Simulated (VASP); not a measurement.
A run of VASP 6.6.1 is set up as follows.

File INCAR:

```
PREC     = Accurate       # precision mode
ENCUT    = 520            # plane-wave cutoff, eV
EDIFF    = 1E-7           # SCF threshold, eV
ISMEAR   = 0              # smearing method
SIGMA    = 0.15           # smearing width, eV
LREAL    = False          # projectors in reciprocal space
LASPH    = True           # aspherical terms in the spheres
NELM     = 60             # most SCF steps
ALGO     = Fast           # electronic algorithm
ISIF     = 2              # what is computed and relaxed
LWAVE    = False          # write WAVECAR
LCHARG   = False          # write CHGCAR
GGA      = PS             # functional
NBANDS   = 19             # bands
```

KPOINTS

```
regular mesh
0
Gamma
  24 24 10
```

The input POSCAR:

```
Zn
1.0
    2.7447419948      0.0000000000      0.0000000000
   -1.3723709974      2.3770162943      0.0000000000
    0.0000000000      0.0000000000      4.8724995000
Zn
2
Direct
    0.3333333333      0.6666666667      0.2500000000
    0.6666666667      0.3333333333      0.7500000000
```

Potentials or basis: VASP PAW PBE potentials, release 64 (Zn).

Run with:

```bash
$ cat potpaw_PBE.64/Zn/POTCAR > POTCAR
$ mpirun -np 1 vasp_std > vasp.out
```

Problem. What does it give for the pressure?

Solution. -7.8 GPa.

Problem. Estimate the band gap on the k mesh.

Solution. Zero (bands 12 and 13 overlap by 4.10 eV).

Stress tensor (GPa, compression positive):
```
-8.53  0.00  0.00
 0.00 -8.53  0.00
 0.00  0.00 -6.35
```

Caveat: the cell differs from its parent crystal (strain +0.030 along x and y, -0.015 along z); the cell stands under tension; the PAW data sets were made with another functional, which shifts forces and pressure a little.
